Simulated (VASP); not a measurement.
# WC (P-6m2) in VASP: a series of runs

WC is run at these levels: PBE; tasks: single point, relaxation of shape and atoms at fixed volume.

Everything below comes from runs of VASP 6.6.1. Logs are shortened: lines on timing, memory, paths and dates and some standing lists are left out, and cuts for length are marked.

### 1 The cell of the first run

Symmetry: P-6m2, No. 187, hexagonal system. Conventional cell: a = 2.984 Å, b = 2.984 Å, c = 2.893 Å, α = 90.00°, β = 90.00°, γ = 120.00°. Within 3.0 Å of W (site symmetry -6m2) lie 6 C at 2.25 Å and 8 W at 2.89 to 2.98 Å. Within 3.0 Å of C (site symmetry -6m2) lie 6 W at 2.25 Å and 8 C at 2.89 to 2.98 Å.

### 2 Single point, PBE (volume scaled by 1.06, then relaxed in part)

Contents of INCAR:

```
SYSTEM = WC
ALGO = Normal
EDIFF = 1E-6
ENCUT = 520
GGA = PE
ISIF = 2
ISMEAR = 0
LASPH = .True.
LCHARG = .True.
LELF = .True.
LREAL = .False.
LVHAR = .True.
LWAVE = .False.
NBANDS = 16
NELM = 60
PREC = Accurate
SIGMA = 0.1
```

Contents of KPOINTS:

```
k-points
0
Gamma
  18 18 14
  0 0 0
```

Contents of POSCAR:

```
WC
1.0
    2.9841559317      0.0000000000      0.0000000000
   -1.4920779658      2.5843548457      0.0000000000
    0.0000000000      0.0000000000      2.8928325819
W C
1 1
Direct
    0.0000000000      0.0000000000      0.0000000000
    0.6666666667      0.3333333333      0.5000000000
```

Potentials or basis: VASP PAW PBE potentials, release 64 (W_sv, C).

Launch:

```
$ cat potpaw_PBE.64/W_sv/POTCAR potpaw_PBE.64/C/POTCAR > POTCAR
$ mpirun -np 1 vasp_std > vasp.out
```

OUTCAR:

```text
SYSTEM = WC
   EDIFF = 1E-6
   ENCUT = 520
   GGA = PE
   ISIF = 2
   ISMEAR = 0
   LASPH = .True.
   LREAL = .False.
   NELM = 60
   PREC = Accurate

 ion  position               nearest neighbor table
   1  0.000  0.000  0.000-   2 2.25   2 2.25   2 2.25   2 2.25   2 2.25   2 2.25
   2  0.667  0.333  0.500-   1 2.25   1 2.25   1 2.25   1 2.25   1 2.25   1 2.25

  LATTYP: Found a hexagonal cell.
 ALAT       =     2.9841559317
 C/A-ratio  =     0.9693972594

  Lattice vectors:

 A1 = (   2.9841559317,   0.0000000000,   0.0000000000)
 A2 = (  -1.4920779658,   2.5843548457,   0.0000000000)
 A3 = (   0.0000000000,   0.0000000000,   2.8928325819)

Analysis of symmetry for initial positions (statically):
=====================================================================
 Subroutine PRICEL returns:
 Original cell was already a primitive cell.

 Routine SETGRP: Setting up the symmetry group for a
 hexagonal supercell.

 Subroutine GETGRP returns: Found 12 space group operations
 (whereof 12 operations were pure point group operations)
 out of a pool of 24 trial point group operations.

The static configuration has the point symmetry D_3h.

Analysis of symmetry for dynamics (positions and initial velocities):
=====================================================================
 Subroutine PRICEL returns:
 Original cell was already a primitive cell.

 Routine SETGRP: Setting up the symmetry group for a
 hexagonal supercell.

 Subroutine GETGRP returns: Found 12 space group operations
 (whereof 12 operations were pure point group operations)
 out of a pool of 24 trial point group operations.

The dynamic configuration has the point symmetry D_3h.

 Subroutine INISYM returns: Found 12 space group operations
 (whereof 12 operations are pure point group operations),
 and found     1 'primitive' translations

----------------------------------------------------------------------------------------

                                     Primitive cell

  volume of cell :      22.3099

  direct lattice vectors                    reciprocal lattice vectors
     2.984155932  0.000000000  0.000000000     0.335103132  0.193471884  0.000000000
    -1.492077966  2.584354846  0.000000000     0.000000000  0.386943767  0.000000000
     0.000000000  0.000000000  2.892832582     0.000000000  0.000000000  0.345681947

  length of vectors
     2.984155932  2.984155932  2.892832582     0.386943767  0.386943767  0.345681947

  position of ions in fractional coordinates (direct lattice)
     0.000000000  0.000000000  0.000000000
     0.666666667  0.333333333  0.500000000

  ion indices of the primitive-cell ions
   primitive index   ion index
                 1           1
                 2           2

----------------------------------------------------------------------------------------

 KPOINTS: k-points

Automatic generation of k-mesh.
 Grid dimensions read from file:
 generate k-points for:   18   18   14

 Generating k-lattice:

  Cartesian coordinates                     Fractional coordinates (reciprocal lattice)
     0.018616841  0.010748438  0.000000000     0.055555556  0.000000000  0.000000000
     0.000000000  0.021496876  0.000000000     0.000000000  0.055555556  0.000000000
     0.000000000  0.000000000  0.024691568     0.000000000  0.000000000  0.071428571

  Length of vectors
     0.021496876  0.021496876  0.024691568

  Shift w.r.t. Gamma in fractional coordinates (k-lattice)
     0.000000000  0.000000000  0.000000000

 Subroutine IBZKPT returns following result:
 ===========================================

 Found    296 irreducible k-points:

 Following reciprocal coordinates:
            Coordinates               Weight
  0.000000  0.000000  0.000000      1.000000
  0.055556  0.000000  0.000000      6.000000
  0.111111  0.000000  0.000000      6.000000
  0.166667  0.000000  0.000000      6.000000
  0.222222 -0.000000  0.000000      6.000000
  0.277778  0.000000  0.000000      6.000000
[... 16 lines left out ...]
  0.333333  0.111111  0.000000     12.000000
[... 43 lines left out ...]
  free energy    TOTEN  =       -22.37637965 eV

  energy without entropy =      -22.37479790  energy(sigma->0) =      -22.37558878

 E-fermi :  10.0533     XC(G=0): -13.3994

 val. band max:       10.0463456830   @ k =   0.1111   0.0000   0.3571
 cond. band min:      10.0661383498   @ k =   0.3333   0.3333   0.0714
 fundamental gap:      0.0197926669
 Fermi energy:        10.0533427509

 k-point     1 :       0.0000    0.0000    0.0000
  band No.  band energies     occupation
      1     -64.0902      2.00000
      2     -28.0570      2.00000
      3     -27.9963      2.00000
      4     -27.9963      2.00000
      5      -3.8294      2.00000
      6       6.1611      2.00000
[... 8 lines left out ...]
     15      23.7877      0.00000
     16      26.1050      0.00000

 k-point     2 :       0.0556    0.0000    0.0000
  band No.  band energies     occupation
      1     -64.0890      2.00000
      2     -28.0546      2.00000
      3     -28.0156      2.00000
      4     -28.0008      2.00000
      5      -3.7558      2.00000
      6       6.1840      2.00000
[... 8 lines left out ...]
     15      23.6285      0.00000
     16      26.2622      0.00000

 k-point     3 :       0.1111    0.0000    0.0000
  band No.  band energies     occupation
      1     -64.0855      2.00000
      2     -28.0708      2.00000
      3     -28.0476      2.00000
      4     -28.0135      2.00000
      5      -3.5401      2.00000
      6       6.1226      2.00000
[... 8 lines left out ...]
     15      23.3640      0.00000
     16      26.7157      0.00000

 k-point     4 :       0.1667    0.0000    0.0000
  band No.  band energies     occupation
      1     -64.0802      2.00000
      2     -28.1546      2.00000
      3     -28.0368      2.00000
      4     -28.0329      2.00000
      5      -3.1978      2.00000
      6       5.7270      2.00000
[... 8 lines left out ...]
     15      23.2354      0.00000
     16      27.4145      0.00000
[... 324 lines left out ...]
 k-point    22 :       0.2778    0.1111    0.0000
  band No.  band energies     occupation
      1     -64.0585      2.00000
      2     -28.4575      2.00000
      3     -28.1417      2.00000
      4     -27.9928      2.00000
      5      -1.5535      2.00000
      6       4.1355      2.00000
[... 8 lines left out ...]
     15      24.3413      0.00000
     16      25.8140      0.00000

 k-point    23 :       0.3333    0.1111    0.0000
  band No.  band energies     occupation
      1     -64.0535      2.00000
      2     -28.5257      2.00000
      3     -28.1660      2.00000
      4     -27.9826      2.00000
      5      -1.0781      2.00000
      6       3.7867      2.00000
[... 8 lines left out ...]
     15      23.7382      0.00000
     16      26.0961      0.00000

 k-point    24 :       0.3889    0.1111    0.0000
  band No.  band energies     occupation
      1     -64.0502      2.00000
      2     -28.5699      2.00000
      3     -28.1818      2.00000
      4     -27.9759      2.00000
      5      -0.7300      2.00000
      6       3.5482      2.00000
[... 8 lines left out ...]
     15      22.9133      0.00000
     16      26.6829      0.00000

 [... further k-points ...]
[... 5 lines left out ...]
  --------------------------------------------------------------------------------------
  -------------------------------------------------------------------------------------
  Total       -2.6349465     -2.6349465     -2.5992458     -0.0000000      0.0000000      0.0000000
  in kB     -189.2280111   -189.2280110   -186.6641769     -0.0000000      0.0000000      0.0000000
  external PRESSURE =    -188.3733997 kB  Pullay stress =       0.0000000 kB

 VOLUME and BASIS-vectors are now :
 -----------------------------------------------------------------------------
  energy-cutoff  :      520.00
  volume of cell :       22.31
      direct lattice vectors                 reciprocal lattice vectors
     2.984155932  0.000000000  0.000000000     0.335103132  0.193471884  0.000000000
    -1.492077966  2.584354846  0.000000000     0.000000000  0.386943767  0.000000000
     0.000000000  0.000000000  2.892832582     0.000000000  0.000000000  0.345681947

 POSITION                                       TOTAL-FORCE (eV/Angst)
 -----------------------------------------------------------------------------------
      0.00000      0.00000      0.00000        -0.000000      0.000000      0.000000
      1.49208      0.86145      1.44642         0.000000      0.000000      0.000000
 -----------------------------------------------------------------------------------
    total drift:                               -0.000000      0.000000      0.000000

  FREE ENERGIE OF THE ION-ELECTRON SYSTEM (eV)
  ---------------------------------------------------
  free  energy   TOTEN  =       -22.3763796523 eV

  energy  without entropy=      -22.3747979046  energy(sigma->0) =      -22.37558878
```

It took 26 s on 1 thread of Intel Xeon 6975P-C (Granite Rapids), shared host; peak memory 0.22 GiB.

Results:

```yaml
Free_energy: -22.3764 eV
Pressure: -18.8 GPa
Band_gap_on_the_k_mesh: zero (band 9 reaches 10.73 eV, above the bottom of band 10 at 9.57 eV)
```

Levels at points of the mesh, in eV from the Fermi level:
| k point | band 5 | band 6 | band 7 | band 8 | band 9 | band 10 | band 11 | band 12 | band 13 | band 14 |
| --- | --- | --- | --- | --- | --- | --- | --- | --- | --- | --- |
| (0.00, 0.00, 0.00) | -13.88 | -3.89 | -3.07 | -3.07 | 0.16 | 2.94 | 2.94 | 5.27 | 5.27 | 5.83 |
| (0.50, 0.00, 0.00) | -10.79 | -6.68 | -3.23 | -3.23 | -0.45 | 2.17 | 4.08 | 4.36 | 6.47 | 9.16 |
| (0.00, 0.00, 0.50) | -10.23 | -8.16 | -1.87 | -1.87 | -0.49 | -0.49 | 3.49 | 4.31 | 4.31 | 9.52 |
| (0.50, 0.00, 0.50) | -10.80 | -6.00 | -3.98 | -3.98 | 0.20 | 3.96 | 4.81 | 6.00 | 8.46 | 9.19 |

Caveat: the cell differs from its parent crystal (volume scaled by 1.06, then relaxed in part); spin-orbit coupling is left out, which moves the levels of the heavy elements.

### 3 Single point, PBE (volume scaled by 1.10, then relaxed in part)

Contents of INCAR:

```
ALGO     = Normal         # electronic algorithm
EDIFF    = 1E-6           # SCF threshold, eV
ENCUT    = 520            # plane-wave cutoff, eV
GGA      = PE             # functional
ISIF     = 2              # what is computed and relaxed
ISMEAR   = 0              # smearing method
LASPH    = True           # aspherical terms in the spheres
LCHARG   = False          # write CHGCAR
LREAL    = False          # projectors in reciprocal space
LWAVE    = False          # write WAVECAR
NBANDS   = 16             # bands
NELM     = 60             # most SCF steps
PREC     = Accurate       # precision mode
SIGMA    = 0.1            # smearing width, eV
```

Contents of KPOINTS:

```
k-points
0
Gamma
  18 18 14
```

Contents of POSCAR:

```
WC
1.0
    3.0247742264      0.0000000000      0.0000000000
   -1.5123871132      2.6195313207      0.0000000000
    0.0000000000      0.0000000000      2.9219125774
W C
1 1
Direct
    0.0000000000      0.0000000000      0.0000000000
    0.6666666667      0.3333333333      0.5000000000
```

Potentials or basis: VASP PAW PBE potentials, release 64 (W_sv, C).

Launch:

```
$ cat potpaw_PBE.64/W_sv/POTCAR potpaw_PBE.64/C/POTCAR > POTCAR
$ mpirun -np 1 vasp_std > vasp.out
```

It took 25 s on 1 thread of Intel Xeon 6975P-C (Granite Rapids), shared host; peak memory 0.23 GiB.

The run converged. Its results:

```yaml
Free_energy: -22.2502 eV
Pressure: -29.0 GPa
Band_gap_on_the_k_mesh: zero (band 9 reaches 10.24 eV, above the bottom of band 10 at 9.11 eV)
```

Stress tensor (GPa, compression positive):
```
-29.06   0.00   0.00
  0.00 -29.06   0.00
  0.00   0.00 -28.83
```

Levels at points of the mesh, in eV from the Fermi level:
```csv
k point,band 5,band 6,band 7,band 8,band 9,band 10,band 11,band 12,band 13,band 14
"(0.00, 0.00, 0.00)",-13.61,-3.70,-2.95,-2.95,0.19,2.78,2.78,5.08,5.08,5.53
"(0.50, 0.00, 0.00)",-10.65,-6.51,-3.07,-3.05,-0.46,2.07,3.85,4.10,6.26,8.88
"(0.00, 0.00, 0.50)",-10.14,-7.92,-1.82,-1.82,-0.45,-0.45,3.39,4.19,4.19,9.28
"(0.50, 0.00, 0.50)",-10.58,-5.79,-3.88,-3.83,0.16,3.72,4.56,5.68,8.10,8.72
```

Caveat: the cell differs from its parent crystal (volume scaled by 1.10, then relaxed in part); spin-orbit coupling is left out, which moves the levels of the heavy elements.

### 4 Relaxation of shape and atoms at fixed volume, PBE (volume scaled by 0.88)

Contents of INCAR:

```
SYSTEM = WC
ALGO = Normal
EDIFF = 1E-6
EDIFFG = -0.01
ENCUT = 600
GGA = PE
IBRION = 2
ISIF = 4
ISMEAR = 0
LASPH = .True.
LCHARG = .False.
LREAL = .False.
LWAVE = .False.
NELM = 60
NSW = 50
PREC = Accurate
SIGMA = 0.1
```

Contents of KPOINTS:

```
k-points
0
Gamma
  18 18 14
  0 0 0
```

Contents of POSCAR:

```
WC
1.0
    2.7925676615      0.0000000000      0.0000000000
   -1.3962838307      2.4184345366      0.0000000000
    0.0000000000      0.0000000000      2.7424310886
W C
1 1
Direct
    0.0000000000      0.0000000000      0.0000000000
    0.6666666667      0.3333333333      0.5000000000
```

Launch:

```
$ cat potpaw_PBE.64/W_sv/POTCAR potpaw_PBE.64/C/POTCAR > POTCAR
$ mpirun -np 1 vasp_std > vasp.out
```

It took 40 s on 1 thread of Intel Xeon 6975P-C (Granite Rapids), shared host; peak memory 0.22 GiB.

The run converged, but its numbers aren't listed here, since they failed a check.

Caveat: the cell differs from its parent crystal (volume scaled by 0.88); spin-orbit coupling is left out, which moves the levels of the heavy elements.

### 5 Relaxation of shape and atoms at fixed volume, PBE (volume scaled by 1.03)

Contents of INCAR:

```
SYSTEM = WC
PREC     = Accurate       ! precision mode
ENCUT    = 600            ! plane-wave cutoff, eV
EDIFF    = 1E-7           ! SCF threshold, eV
ISMEAR   = 0              ! smearing method
SIGMA    = 0.1            ! smearing width, eV
LREAL    = .False.        ! projectors in reciprocal space
LASPH    = .True.         ! aspherical terms in the spheres
NELM     = 80             ! most SCF steps
ALGO     = Normal         ! electronic algorithm
ISIF     = 4              ! what is computed and relaxed
LWAVE    = .False.        ! write WAVECAR
LCHARG   = .False.        ! write CHGCAR
GGA      = PE             ! functional
IBRION   = 2              ! ionic algorithm
NSW      = 50             ! ionic steps
EDIFFG   = -0.01          ! ionic threshold
```

Contents of KPOINTS:

```
Automatic mesh
0
Gamma
  18 18 14
  0 0 0
```

Contents of POSCAR:

```
WC
1.0
    2.9506083007      0.0000000000      0.0000000000
   -1.4753041504      2.5553017450      0.0000000000
    0.0000000000      0.0000000000      2.8752430702
W C
1 1
Direct
    0.0000000000      0.0000000000      0.0000000000
    0.6666666667      0.3333333333      0.5000000000
```

Launch:

```
$ cat potpaw_PBE.64/W_sv/POTCAR potpaw_PBE.64/C/POTCAR > POTCAR
$ mpirun -np 1 vasp_std > vasp.out
```

It took 2.7 min on 1 thread of Intel Xeon 8259CL, shared host; peak memory 0.24 GiB.

It converged, with:

* Free energy: -22.4336 eV
* Energy gained by relaxing: 0.1 meV/atom
* Ionic steps: 3
* Pressure after relaxing: -9.7 GPa
* Band gap on the k mesh: zero (band 9 reaches 11.10 eV, above the bottom of band 10 at 9.93 eV)

The path:
```tsv
step	energy change (eV)	largest force (eV/Å)	pressure (GPa)	volume (Å³)
1	0.0000	0.0000	-9.84	21.68
2	0.0001	0.0000	-9.64	21.68
3	-0.0001	0.0000	-9.75	21.68
```

Final structure:
```
W C
1.0
     2.95277    0.00000    0.00000
    -1.47638    2.55717    0.00000
     0.00000    0.00000    2.87104
W C
1 1
Cartesian
  0.0000 0.0000 2.8710
  1.4764 0.8524 1.4355
```

Levels at points of the mesh, in eV from the Fermi level:
```tsv
k point	band 5	band 6	band 7	band 8	band 9	band 10	band 11	band 12	band 13
(0.00, 0.00, 0.00)	-14.10	-4.05	-3.16	-3.16	0.13	3.06	3.06	5.41	5.41
(0.50, 0.00, 0.00)	-10.91	-6.82	-3.37	-3.35	-0.45	2.24	4.26	4.57	6.63
(0.00, 0.00, 0.50)	-10.31	-8.35	-1.92	-1.92	-0.52	-0.52	3.56	4.40	4.40
(0.50, 0.00, 0.50)	-10.99	-6.17	-4.10	-4.06	0.23	4.15	5.01	6.26	8.75
```

Caveat: the cell differs from its parent crystal (volume scaled by 1.03); spin-orbit coupling is left out, which moves the levels of the heavy elements.

### 6 Relaxation of shape and atoms at fixed volume, PBE (volume scaled by 1.06)

Contents of INCAR:

```
SYSTEM = WC
ALGO = Normal
EDIFF = 1E-6
EDIFFG = -0.01
ENCUT = 600
GGA = PE
IBRION = 2
ISIF = 4
ISMEAR = 0
LASPH = .True.
LCHARG = .False.
LREAL = .False.
LWAVE = .False.
NELM = 80
NSW = 50
PREC = Accurate
SIGMA = 0.1
```

Contents of KPOINTS:

```
k-points
0
Gamma
  18 18 14
  0 0 0
```

Contents of POSCAR:

```
WC
1.0
    2.9815575235      0.0000000000      0.0000000000
   -1.4907787618      2.5821045582      0.0000000000
    0.0000000000      0.0000000000      2.8978769492
W C
1 1
Direct
    0.0000000000      0.0000000000      0.0000000000
    0.6666666667      0.3333333333      0.5000000000
```

Potentials or basis: VASP PAW PBE potentials, release 64 (W_sv, C).

Launch:

```
$ cat potpaw_PBE.64/W_sv/POTCAR potpaw_PBE.64/C/POTCAR > POTCAR
$ mpirun -np 1 vasp_std > vasp.out
```

Run time: 2.3 min. Hardware: 1 thread of Intel Xeon 8259CL, shared host; peak memory 0.24 GiB.

It converged, with:

* Free energy: -22.3773 eV
* Energy gained by relaxing: 0.1 meV/atom
* Ionic steps: 3
* Pressure after relaxing: -18.9 GPa
* Band gap on the k mesh: zero (band 9 reaches 10.72 eV, above the bottom of band 10 at 9.57 eV)

The path:
| step | energy change (eV) | largest force (eV/Å) | pressure (GPa) | volume (Å³) |
| --- | --- | --- | --- | --- |
| 1 | 0.0000 | 0.0000 | -19.00 | 22.31 |
| 2 | 0.0000 | 0.0000 | -18.82 | 22.31 |
| 3 | -0.0001 | 0.0000 | -18.92 | 22.31 |

Final structure:
```yaml
crystal:
  lattice:
    - [2.98374, 0.00000, 0.00000]
    - [-1.49187, 2.58400, 0.00000]
    - [0.00000, 0.00000, 2.89363]
  atoms:
    - { symbol: W, position: [0.00000, 0.00000, 0.00000] }
    - { symbol: C, position: [0.66667, 0.33333, 0.50000] }
```

Levels at points of the mesh, in eV from the Fermi level:
```
           k point  band 6  band 7  band 8  band 9  band 10  band 11  band 12  band 13
(0.00, 0.00, 0.00)   -3.89   -3.07   -3.07    0.16     2.94     2.94     5.27     5.27
(0.50, 0.00, 0.00)   -6.68   -3.23   -3.22   -0.45     2.17     4.08     4.37     6.47
(0.00, 0.00, 0.50)   -8.16   -1.87   -1.87   -0.49    -0.49     3.49     4.31     4.31
(0.50, 0.00, 0.50)   -6.00   -3.98   -3.98    0.20     3.96     4.81     6.00     8.46
```

Caveat: the cell differs from its parent crystal (volume scaled by 1.06); spin-orbit coupling is left out, which moves the levels of the heavy elements.

### 7 Summary

| task | cell | cutoff (eV) | gap on the mesh (eV) | pressure (GPa) |
| --- | --- | --- | --- | --- |
| single point | a = 2.984, b = 2.984, c = 2.893 Å, angles 90.0, 90.0, 120.0°, 2 atoms | 520 | none | -18.8 |
| single point | a = 3.025, b = 3.025, c = 2.922 Å, angles 90.0, 90.0, 120.0°, 2 atoms | 520 | none | -29.0 |
| relaxation of shape and atoms at fixed volume | relaxed from a = 2.951, b = 2.951, c = 2.875 Å, angles 90.0, 90.0, 120.0°, 2 atoms | 600 | none | -9.7 |
| relaxation of shape and atoms at fixed volume | relaxed from a = 2.982, b = 2.982, c = 2.898 Å, angles 90.0, 90.0, 120.0°, 2 atoms | 600 | none | -18.9 |

Alike in all rows: level PBE; potentials or basis VASP PAW PBE potentials, release 64 (W_sv, C); no spin polarisation; k mesh 18 × 18 × 14; smearing gaussian 0.1 eV.

Caveats: spin-orbit coupling is left out, which moves the levels of the heavy elements.

Absolute energies hang on the potentials; compare differences alone.
